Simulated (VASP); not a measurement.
Set up this calculation in VASP 6.6.1, as the native input.

```yaml
Task: single point
Functional: PBE
Potentials_or_basis: VASP PAW PBE potentials, release 64 (Ta_pv, Bi_d)
Cutoff: 520 eV
k_mesh: 13 × 13 × 13
Occupations: fermi-dirac, width 0.1 eV
Spin: no spin polarisation
Dipole_correction: no
Further_INCAR_settings: ALGO = Normal; EDIFF = 1e-06; NBANDS = 20
```

The structure of TaBi (rocksalt type) lies in POSCAR:

```
TaBi
1.0
    0.0000000000      2.4111168335      2.4111168335
    2.4111168335      0.0000000000      2.4111168335
    2.4111168335      2.4111168335      0.0000000000
Ta Bi
1 1
Direct
    0.0000000000      0.0000000000      0.0000000000
    0.5000000000      0.5000000000      0.5000000000
```

The input as run:

INCAR

```
SYSTEM = TaBi
  PREC = Accurate
  ENCUT = 520
  EDIFF = 1E-6
  ISMEAR = -1
  SIGMA = 0.1
  LREAL = .FALSE.
  LASPH = .TRUE.
  NELM = 100
  ALGO = Normal
  ISIF = 2
  LWAVE = .FALSE.
  LCHARG = .FALSE.
  GGA = PE
  NBANDS = 20
```

KPOINTS

```
regular mesh
0
G
  13 13 13
  0 0 0
```

Potentials or basis: VASP PAW PBE potentials, release 64 (Ta_pv, Bi_d).

Launch:

```console
$ cat potpaw_PBE.64/Ta_pv/POTCAR potpaw_PBE.64/Bi_d/POTCAR > POTCAR
$ mpirun -np 1 vasp_std > vasp.out
```

Results of the run:

The pressure is 203.0 GPa and the band gap on the k mesh is zero (band 13 reaches 16.23 eV, above the bottom of band 14 at 14.68 eV).

Caveat: spin-orbit coupling is left out, which moves the levels of the heavy elements.

Run time: 30 s on 1 thread of AMD EPYC 9R45 96-Core Processor (Zen 5), on a shared host, peak memory 0.16 GiB.
